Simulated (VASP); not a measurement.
Set up this calculation in VASP 6.6.1, as the native input.

```yaml
Task: single point
Functional: PBE
Potentials_or_basis: VASP PAW PBE potentials, release 64 (Al, B, Ru_pv)
Cutoff: 520 eV
k_mesh: 6 × 6 × 4
Occupations: gaussian, width 0.1 eV
Spin: no spin polarisation
Dipole_correction: no
Further_INCAR_settings: ALGO = Normal; EDIFF = 1e-07; NBANDS = 34
```

The structure of AlB2Ru3 lies in POSCAR:

```
AlB2Ru3
1.0
    3.5058228100      0.0000000000      0.0000000000
    0.0000000000      3.5058228100      0.0000000000
    0.0000000000      0.0000000000      6.2958241300
Al B Ru
1 2 3
Direct
    0.5000000000      0.5000000000      0.0000000000
    0.5000000000      0.0000000000      0.5000000000
    0.0000000000      0.5000000000      0.5000000000
    0.0000000000      0.0000000000      0.5000000000
    0.0000000000      0.0000000000      0.8500130400
    0.0000000000      0.0000000000      0.1499869600
```

These files were run (other wordings do the same):

INCAR

```
PREC     = Accurate       # precision mode
ENCUT    = 520            # plane-wave cutoff, eV
EDIFF    = 1E-7           # SCF threshold, eV
ISMEAR   = 0              # smearing method
SIGMA    = 0.1            # smearing width, eV
LREAL    = F              # projectors in reciprocal space
LASPH    = T              # aspherical terms in the spheres
NELM     = 60             # most SCF steps
ALGO     = Normal         # electronic algorithm
ISIF     = 2              # what is computed and relaxed
LWAVE    = F              # write WAVECAR
LCHARG   = F              # write CHGCAR
GGA      = PE             # functional
NBANDS   = 34             # bands
```

KPOINTS

```
regular mesh
0
Gamma
  6 6 4
```

Potentials or basis: VASP PAW PBE potentials, release 64 (Al, B, Ru_pv).

Run with:

```bash
$ cat potpaw_PBE.64/Al/POTCAR potpaw_PBE.64/B/POTCAR potpaw_PBE.64/Ru_pv/POTCAR > POTCAR
$ mpirun -np 1 vasp_std > vasp.out
```

Results of the run:

```yaml
Pressure: 80.0 GPa
Largest_force: 9.692 eV/Å
```

Caveat: forces of over 1 eV/Å act on the atoms, so gaps and moduli don't describe the material at rest.

Run time: 35 s on 1 thread of AMD EPYC 9R45 (Zen 5) (shared host), peak memory 0.2 GiB.
